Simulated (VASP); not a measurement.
Input of a VASP 6.6.1 run:

Contents of INCAR:

```
SYSTEM = Sb
PREC = Accurate
ENCUT = 520
EDIFF = 1E-6
ISMEAR = 0
SIGMA = 0.15
LREAL = .FALSE.
LASPH = .TRUE.
NELM = 80
ALGO = Normal
ISIF = 2
LWAVE = .FALSE.
LCHARG = .FALSE.
GGA = PS
NBANDS = 8
```

KPOINTS

```
Automatic mesh
0
G
  18 18 18
  0 0 0
```

Contents of POSCAR:

```
Sb
1.0
    0.0000000000      2.3712425216      2.3712425216
    2.4898046477      0.0000000000      2.3712425216
    2.4898046477      2.3712425216      0.0000000000
Sb
1
Direct
    0.0000000000      0.0000000000      0.0000000000
```

Potentials or basis: VASP PAW PBE potentials, release 64 (Sb).

Launch:

```sh
$ cat potpaw_PBE.64/Sb/POTCAR > POTCAR
$ mpirun -np 1 vasp_std > vasp.out
```

Estimate the pressure.

-3.9 GPa.

Stress tensor (GPa, compression positive):
```
-3.40  0.00  0.00
 0.00 -4.20  0.00
 0.00  0.00 -4.20
```

Caveat: the cell differs from its parent crystal (strain +0.0500 x Voigt [1, 0, 0, 0, 0, 0]); the PAW data sets were made with another functional, which shifts forces and pressure a little.
